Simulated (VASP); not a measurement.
A run of VASP 6.6.1 is set up as follows.

File INCAR:

```
SYSTEM = AlN
  PREC = Accurate
  ENCUT = 600
  EDIFF = 1E-7
  ISMEAR = 0
  SIGMA = 0.01
  LREAL = .FALSE.
  LASPH = .TRUE.
  NELM = 100
  ALGO = Normal
  ISIF = 3
  LWAVE = .FALSE.
  LCHARG = .FALSE.
  GGA = PS
  IBRION = 2
  NSW = 80
  EDIFFG = -0.05
  PSTRESS = 100.0
```

Contents of KPOINTS:

```
regular mesh
0
G
  8 8 8
  0 0 0
```

File POSCAR:

```
AlN
1.0
    0.0000000000      2.1839940000      2.1839940000
    2.1839940000      0.0000000000      2.1839940000
    2.1839940000      2.1839940000      0.0000000000
Al N
1 1
Direct
    0.0000000000      0.0000000000      0.0000000000
    0.7500000000      0.7500000000      0.7500000000
```

Potentials or basis: VASP PAW PBE potentials, release 64 (Al, N).

Run with:

```sh
$ cat potpaw_PBE.64/Al/POTCAR potpaw_PBE.64/N/POTCAR > POTCAR
$ mpirun -np 1 vasp_std > vasp.out
```

(1) Predict the space group after relaxing (to 0.05 Å).

(2) Predict the band gap on the k mesh.

## Answers

(1) F-43m (No. 216).

(2) 3.20 eV, indirect (least direct gap 4.48 eV).

Caveat: the cell is relaxed towards a set pressure, so the enthalpy falls and the energy may rise.
